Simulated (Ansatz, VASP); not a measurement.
**One calculation of Os, two programs**

INCAR

```
PREC = Accurate
ENCUT = 520
EDIFF = 1E-6
ISMEAR = -1
SIGMA = 0.05
LREAL = F
LASPH = T
NELM = 60
ALGO = Normal
ISIF = 2
LWAVE = F
LCHARG = T
GGA = PS
LELF = T
LVHAR = T
NBANDS = 15
```

File KPOINTS:

```
regular mesh
0
Gamma
  15 15 9
```

Contents of POSCAR:

```
Os
1.0
    2.8161229748      0.0000000000      0.0000000000
   -1.4080614874      2.4388340364      0.0000000000
    0.0000000000      0.0000000000      4.3197000000
Os
2
Direct
    0.3333333333      0.6666666667      0.2500000000
    0.6666666667      0.3333333333      0.7500000000
```

Input for Ansatz:

```yaml
crystal:
  lattice:
    - [2.8161229748, 0.0, 0.0]
    - [-1.4080614874, 2.4388340364, 0.0]
    - [0.0, 0.0, 4.3197]
  atoms:
    - { symbol: Os, position: [0.3333333333, 0.6666666667, 0.25] }
    - { symbol: Os, position: [0.6666666667, 0.3333333333, 0.75] }
kpoints:
  mp_grid: { grid: [15, 15, 9] }
  band_path:
    path:
      - [0.0, 0.0, 0.0]
      - [0.5, 0.0, 0.0]
      - [0.3333333333, 0.3333333333, 0.0]
      - [0.0, 0.0, 0.0]
      - [0.0, 0.0, 0.5]
      - [0.5, 0.0, 0.5]
      - [0.3333333333, 0.3333333333, 0.5]
      - [0.0, 0.0, 0.5]
      - [0.5, 0.0, 0.5]
    npoints: 5
scf:
  occupations: { method: fermi_dirac, width: 0.05 }
hamiltonian:
  xc: pbesol
  pseudopotentials: { kind: all_electron, lapw: { basis_error: 0.0005 } }
output:
  forces: true
  stress: true
  eigenvalues: true
```

Change from the starting cell: equal xx and yy strain of +3 %.

Alike in both runs: task single point; functional PBEsol; k mesh 15 × 15 × 9; occupations fermi-dirac, width 0.05 eV; no spin polarisation.

```csv
,VASP,Ansatz
version,VASP 6.6.1,Ansatz 0.2.0
potentials or method,"VASP PAW PBE potentials, release 64 (Os), cutoff 520 eV","all-electron LAPW, scalar-relativistic"
```

```csv
,VASP,Ansatz,Ansatz less VASP
pressure (GPa),-23.6,-23.4,+0.17
"traceless stress, the component that is largest in VASP (GPa)",8.56,8.67,+0.110
```

VASP's potentials were made for PBE, not for PBEsol. Ansatz ran all-electron here, and VASP with PAW potentials.

Spin-orbit coupling is off throughout.
